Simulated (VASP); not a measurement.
# WS2 (P6_3/mmc) in VASP: notebook, part 3 of 3

VASP 6.6.1.

**4. Single point, r2SCAN+rVV10**

Contents of POSCAR:

```
WS2
1.0
    3.1699463526      0.0000000000      0.0000000000
   -1.5849731763      2.7452540700      0.0000000000
    0.0000000000      0.0000000000     12.4910704373
W S
2 4
Direct
    0.3333333333      0.6666666667      0.2500000000
    0.6666666667      0.3333333333      0.7500000000
    0.6666666667      0.3333333333      0.3751079149
    0.6666666667      0.3333333333      0.1248920851
    0.3333333333      0.6666666667      0.8751079149
    0.3333333333      0.6666666667      0.6248920851
```

Contents of INCAR.step1:

```
SYSTEM = WS2
ALGO = Normal
EDIFF = 1E-4
ENCUT = 520
GGA = PE
ISMEAR = -1
LASPH = .True.
LCHARG = .False.
LREAL = .False.
LWAVE = .True.
NBANDS = 35
NELM = 60
PREC = Accurate
SIGMA = 0.02
```

Contents of INCAR.step2:

```
SYSTEM = WS2
ALGO = Normal
BPARAM = 11.95
CPARAM = 0.0093
EDIFF = 1E-6
ENCUT = 520
ISIF = 2
ISMEAR = -1
ISTART = 1
IVDW_NL = 2
LASPH = .True.
LCHARG = .False.
LMIXTAU = .True.
LREAL = .False.
LUSE_VDW = .True.
LWAVE = .False.
METAGGA = R2SCAN
NBANDS = 35
NELM = 60
PREC = Accurate
SIGMA = 0.02
```

Contents of KPOINTS:

```
k-points
0
Gamma
  12 12 2
  0 0 0
```

Potentials or basis: VASP PAW PBE potentials, release 64 (W_sv, S).

Run with:

```sh
> cat potpaw_PBE.64/W_sv/POTCAR potpaw_PBE.64/S/POTCAR > POTCAR
> cp INCAR.step1 INCAR
> mpirun -np 1 vasp_std > vasp.out
> cp INCAR.step2 INCAR
> mpirun -np 1 vasp_std > vasp.out
```

OUTCAR:

```text
SYSTEM = WS2
   BPARAM = 11.95
   EDIFF = 1E-6
   ENCUT = 520
   ISIF = 2
   ISMEAR = -1
   ISTART = 1
   IVDW_NL = 2
   LASPH = .True.
   LREAL = .False.
   METAGGA = R2SCAN
   NELM = 60
   PREC = Accurate

 ion  position               nearest neighbor table
   1  0.333  0.667  0.250-   3 2.41   4 2.41   3 2.41   4 2.41   3 2.41   4 2.41
   2  0.667  0.333  0.750-   5 2.41   6 2.41   5 2.41   6 2.41   5 2.41   6 2.41
   3  0.667  0.333  0.375-   1 2.41   1 2.41   1 2.41
   4  0.667  0.333  0.125-   1 2.41   1 2.41   1 2.41
   5  0.333  0.667  0.875-   2 2.41   2 2.41   2 2.41
   6  0.333  0.667  0.625-   2 2.41   2 2.41   2 2.41

  LATTYP: Found a hexagonal cell.
 ALAT       =     3.1699463526
 C/A-ratio  =     3.9404674552

  Lattice vectors:

 A1 = (   3.1699463526,   0.0000000000,   0.0000000000)
 A2 = (  -1.5849731763,   2.7452540700,   0.0000000000)
 A3 = (   0.0000000000,   0.0000000000,  12.4910704373)

Analysis of symmetry for initial positions (statically):
=====================================================================
 Subroutine PRICEL returns:
 Original cell was already a primitive cell.

 Routine SETGRP: Setting up the symmetry group for a
 hexagonal supercell.

 Subroutine GETGRP returns: Found 24 space group operations
 (whereof 12 operations were pure point group operations)
 out of a pool of 24 trial point group operations.

The static configuration has the point symmetry D_3d.
 The point group associated with its full space group is D_6h.

Analysis of symmetry for dynamics (positions and initial velocities):
=====================================================================
 Subroutine PRICEL returns:
 Original cell was already a primitive cell.

 Routine SETGRP: Setting up the symmetry group for a
 hexagonal supercell.

 Subroutine GETGRP returns: Found 24 space group operations
 (whereof 12 operations were pure point group operations)
 out of a pool of 24 trial point group operations.

The dynamic configuration has the point symmetry D_3d.
 The point group associated with its full space group is D_6h.

 Subroutine INISYM returns: Found 24 space group operations
 (whereof 12 operations are pure point group operations),
 and found     1 'primitive' translations

----------------------------------------------------------------------------------------

                                     Primitive cell

  volume of cell :     108.7011

  direct lattice vectors                    reciprocal lattice vectors
     3.169946353  0.000000000  0.000000000     0.315462752  0.182132505  0.000000000
    -1.584973176  2.745254070  0.000000000     0.000000000  0.364265010  0.000000000
     0.000000000  0.000000000 12.491070437     0.000000000  0.000000000  0.080057190

  length of vectors
     3.169946353  3.169946353 12.491070437     0.364265010  0.364265010  0.080057190

  position of ions in fractional coordinates (direct lattice)
     0.333333333  0.666666667  0.250000000
     0.666666667  0.333333333  0.750000000
     0.666666667  0.333333333  0.375107915
     0.666666667  0.333333333  0.124892085
     0.333333333  0.666666667  0.875107915
     0.333333333  0.666666667  0.624892085

  ion indices of the primitive-cell ions
   primitive index   ion index
                 1           1
                 2           2
                 3           3
                 4           4
                 5           5
[... 25 lines left out ...]

 Found     38 irreducible k-points:

 Following reciprocal coordinates:
            Coordinates               Weight
  0.000000  0.000000  0.000000      1.000000
  0.083333  0.000000  0.000000      6.000000
  0.166667  0.000000  0.000000      6.000000
  0.250000  0.000000  0.000000      6.000000
  0.333333  0.000000  0.000000      6.000000
  0.416667 -0.000000  0.000000      6.000000
[... 16 lines left out ...]
  0.250000  0.000000  0.500000      6.000000
  0.333333  0.000000  0.500000      6.000000
 [... further k-points ...]
   k-points           NKPTS =     38   k-points in BZ     NKDIM =     38   number of bands    NBANDS=     35
   number of dos      NEDOS =    301   number of ions     NIONS =      6
   total plane-waves  NPLWV =  55296
   dimension x,y,z NGX =    24 NGY =   24 NGZ =   96
   dimension x,y,z NGXF=    48 NGYF=   48 NGZF=  192
   ions per type =               2   4
   NGX,Y,Z   is equivalent  to a cutoff of  12.59, 12.59, 12.78 a.u.
   NGXF,Y,Z  is equivalent  to a cutoff of  25.17, 25.17, 25.55 a.u.
 SYSTEM =  WS2
   PREC   = accura    normal or accurate (medium, high low for compatibility)
   ISTART =      1    job   : 0-new  1-cont  2-samecut
   ICHARG =      0    charge: 1-file 2-atom 10-const
   ISPIN  =      1    spin polarized calculation?
   LNONCOLLINEAR =      F non collinear calculations
   LSORBIT =      F    spin-orbit coupling
   LASPH  =      T    aspherical Exc in radial PAW
   ENCUT  =  520.0 eV  38.22 Ry    6.18 a.u.   5.89  5.89 23.23*2*pi/ulx,y,z
   NELM   =     60;   NELMIN=  2; NELMDL=  0     # of ELM steps
   EDIFF  = 0.1E-05   stopping-criterion for ELM
   LREAL  =      F    real-space projection
   EDIFFG = 0.1E-04   stopping-criterion for IOM
   NSW    =      0    number of steps for IOM
   IBRION =     -1    ionic relax: 0-MD 1-quasi-New 2-CG
   NFREE  =      0    steps in history (QN), initial steepest desc. (CG)
   ISIF   =      2    stress and relaxation
   ISYM   =      2    0-nonsym 1-usesym 2-fastsym
   POTIM  = 0.5000    time-step for ionic-motion
   TEBEG  =    0.0;   TEEND  =   0.0 temperature during run
   PSTRESS=    0.0 pullay stress
   NELECT =      52.0000    total number of electrons
   NUPDOWN=      -1.0000    fix difference up-down
   EMIN   =  10.00;   EMAX   =-10.00  energy-range for DOS
   EFERMI =   0.00;   METHOD = LEGACY
   ISMEAR =    -1;   SIGMA  =   0.02  broadening in eV -4-tet -1-fermi 0-gaus
   EFERMI_NEDOS =   21; number of points for ismear=-14 and -15
   IALGO  =     38    algorithm
   IMIX   =      4    mixing-type and parameters
     AMIX     =   0.40;   BMIX     =  1.00
     AMIX_MAG =   1.60;   BMIX_MAG =  1.00
  volume/ion in A,a.u.               =      18.12       122.26
  Fermi-wavevector in a.u.,A,eV,Ry     =   1.280357  2.419525 22.304238  1.639315
  Thomas-Fermi vector in A             =   2.412790
   LORBIT       =      0    0 simple, 1 ext, 2 COOP (PROOUT), +10 PAW based schemes
   METAGGA = R2SCAN    functional components
   LHFCALC =     F    Hartree Fock is set to
   AEXX    =    0.0000 exact exchange contribution
   IVDW_NL    =     2    kernel type
   BPARAM     =11.9500
   IVDW    =     0    specifies the selected vdW correction
   LEPSILON=     F    determine dielectric tensor
   LRPA    =     F    only Hartree local field effects (RPA)
 non-spin polarized calculation
  energy-cutoff  :      520.00
  volume of cell :      108.70
 maximum number of plane-waves:      2947
 NGX is ok and might be reduce to    24
   NGX = 11   NGY = 11   NGZ = 47

 number of electron      52.0000003 magnetization

 Free energy of the ion-electron system (eV)
  ---------------------------------------------------
  ext. energy  EPLUGINS =         0.00000000
  ---------------------------------------------------
  free energy    TOTEN  =      -139.19034545 eV

  energy without entropy =     -139.19034545  energy(sigma->0) =     -139.19034545

 E-fermi :   7.5739     XC(G=0): -11.5766

 val. band max:        7.0612030975   @ k =   0.0000   0.0000   0.0000
 cond. band min:       8.2062805696   @ k =   0.1667   0.1667   0.0000
 fundamental gap:      1.1450774720
 Fermi energy:         7.5739067793

 k-point     1 :       0.0000    0.0000    0.0000
  band No.  band energies     occupation
      1     -69.5281      2.00000
      2     -69.5281      2.00000
      3     -33.1276      2.00000
      4     -33.1276      2.00000
      5     -32.9592      2.00000
      6     -32.9592      2.00000
[... 901 lines left out ...]
     34      11.1561      0.00000
     35      13.4346      0.00000

 [... further k-points ...]
[... 5 lines left out ...]
  --------------------------------------------------------------------------------------
  -------------------------------------------------------------------------------------
  Total        0.3147681      0.3147681      0.2172116      0.0000000      0.0000000      0.0000000
  in kB        4.6394575      4.6394575      3.2015443      0.0000000      0.0000000      0.0000000
  external PRESSURE =       4.1601531 kB  Pullay stress =       0.0000000 kB

 VOLUME and BASIS-vectors are now :
 -----------------------------------------------------------------------------
  energy-cutoff  :      520.00
  volume of cell :      108.70
      direct lattice vectors                 reciprocal lattice vectors
     3.169946353  0.000000000  0.000000000     0.315462752  0.182132505  0.000000000
    -1.584973176  2.745254070  0.000000000     0.000000000  0.364265010  0.000000000
     0.000000000  0.000000000 12.491070437     0.000000000  0.000000000  0.080057190

 POSITION                                       TOTAL-FORCE (eV/Angst)
 -----------------------------------------------------------------------------------
     -0.00000      1.83017      3.12277         0.000000      0.000000      0.000000
      1.58497      0.91508      9.36830        -0.000000     -0.000000      0.000000
      1.58497      0.91508      4.68550        -0.000000      0.000000      0.041780
      1.58497      0.91508      1.56004        -0.000000      0.000000     -0.041780
     -0.00000      1.83017     10.93103         0.000000      0.000000      0.041780
     -0.00000      1.83017      7.80557         0.000000     -0.000000     -0.041780
 -----------------------------------------------------------------------------------
    total drift:                               -0.000000      0.000000     -0.000000

  FREE ENERGIE OF THE ION-ELECTRON SYSTEM (eV)
  ---------------------------------------------------
  free  energy   TOTEN  =      -139.1903454547 eV

  energy  without entropy=     -139.1903454547  energy(sigma->0) =     -139.19034545
```

Run time: 3.8 min. Hardware: 1 thread of AMD EPYC 9R45 (Zen 5), shared host; peak memory 0.48 GiB.

Results:

```yaml
Free_energy: -139.1903 eV
Pressure: 0.4 GPa
Largest_force: 0.042 eV/Å
Band_gap_on_the_k_mesh: 1.15 eV (least direct gap 1.90 eV)
```

Forces on the atoms (eV/Å):
```
W    0.000  0.000  0.000
W    0.000  0.000  0.000
S    0.000  0.000  0.042
S    0.000  0.000 -0.042
S    0.000  0.000  0.042
S    0.000  0.000 -0.042
```

Caveat: the PAW data sets were made with another functional, which shifts forces and pressure a little; spin-orbit coupling is left out, which moves the levels of the heavy elements.

**5. Single point, r2SCAN**

POSCAR is that of step 4.

Contents of INCAR.step1:

```
SYSTEM = WS2
PREC = Accurate
ENCUT = 520
ISMEAR = 0
SIGMA = 0.01
LREAL = .FALSE.
LASPH = .TRUE.
NELM = 60
NBANDS = 35
GGA = PE
ALGO = Normal
EDIFF = 1E-4
LWAVE = .TRUE.
LCHARG = .FALSE.
```

Contents of INCAR.step2:

```
SYSTEM = WS2
PREC = Accurate
ENCUT = 520
EDIFF = 1E-6
ISMEAR = 0
SIGMA = 0.01
LREAL = .FALSE.
LASPH = .TRUE.
NELM = 60
ALGO = Normal
ISIF = 2
LWAVE = .FALSE.
LCHARG = .FALSE.
METAGGA = R2SCAN
LMIXTAU = .TRUE.
NBANDS = 35
ISTART = 1
```

Contents of KPOINTS:

```
regular mesh
0
G
  12 12 2
  0 0 0
```

Run with:

```sh
> cat potpaw_PBE.64/W_sv/POTCAR potpaw_PBE.64/S/POTCAR > POTCAR
> cp INCAR.step1 INCAR
> mpirun -np 1 vasp_std > vasp.out
> cp INCAR.step2 INCAR
> mpirun -np 1 vasp_std > vasp.out
```

It took 4.3 min on 1 thread of AMD EPYC 9R45 (Zen 5), shared host; peak memory 0.27 GiB.

It converged, with:

| Quantity | Value |
| --- | --- |
| Free energy | -140.1408 eV |
| Pressure | 1.4 GPa |
| Largest force | 0.030 eV/Å |
| Band gap on the k mesh | 1.17 eV (least direct gap 1.90 eV) |

Forces on the atoms (eV/Å):
```
W    0.000  0.000  0.000
W    0.000  0.000  0.000
S    0.000  0.000 -0.030
S    0.000  0.000  0.030
S    0.000  0.000 -0.030
S    0.000  0.000  0.030
```

Stress tensor (GPa, compression positive):
```
1.53 0.00 0.00
0.00 1.53 0.00
0.00 0.00 1.26
```

Levels at points of the mesh, in eV from the valence-band top:
```csv
k point,band 24,band 25,band 26,band 27,band 28,band 29
"(0.00, 0.00, 0.00)",-1.72,-1.14,0.00,2.44,2.44,2.45
"(0.50, 0.00, 0.00)",-1.98,-1.75,-1.59,2.39,2.43,2.73
"(0.00, 0.00, 0.50)",-2.40,-0.33,-0.33,2.44,2.44,2.44
"(0.50, 0.00, 0.50)",-2.06,-1.66,-1.66,2.41,2.41,2.87
```

Caveat: the PAW data sets were made with another functional, which shifts forces and pressure a little; spin-orbit coupling is left out, which moves the levels of the heavy elements. A k mesh can miss the band edges.

**6. The runs side by side**

```tsv
level	potentials or basis	smearing	gap on the mesh (eV)	pressure (GPa)	largest force (eV/Å)
PBE	VASP PAW PBE potentials, release 64 (W_sv, S)	fermi-dirac 0.02 eV	1.06	3.2	0.20
LDA	VASP PAW LDA potentials, release 64 (W_sv, S)	gaussian 0.01 eV	0.98	-4.4	0.25
r2SCAN+rVV10	VASP PAW PBE potentials, release 64 (W_sv, S)	fermi-dirac 0.02 eV	1.15	0.4	0.04
r2SCAN	VASP PAW PBE potentials, release 64 (W_sv, S)	gaussian 0.01 eV	1.17	1.4	0.03
```

Alike in all rows: task single point; no spin polarisation; cell as given; k mesh 12 × 12 × 2; cutoff (eV) 520.

Caveats: spin-orbit coupling is left out, which moves the levels of the heavy elements; the PAW data sets were made with another functional, which shifts forces and pressure a little (at least some runs); the cell stands under pressure (at least some runs); this functional lacks dispersion, which binds layers or chains, so the pressure and a relaxed spacing across them are unreliable (at least some runs); the cell stands under tension (at least some runs).

Total energies depend on the potentials used, so only differences within one code and one set of settings carry meaning.
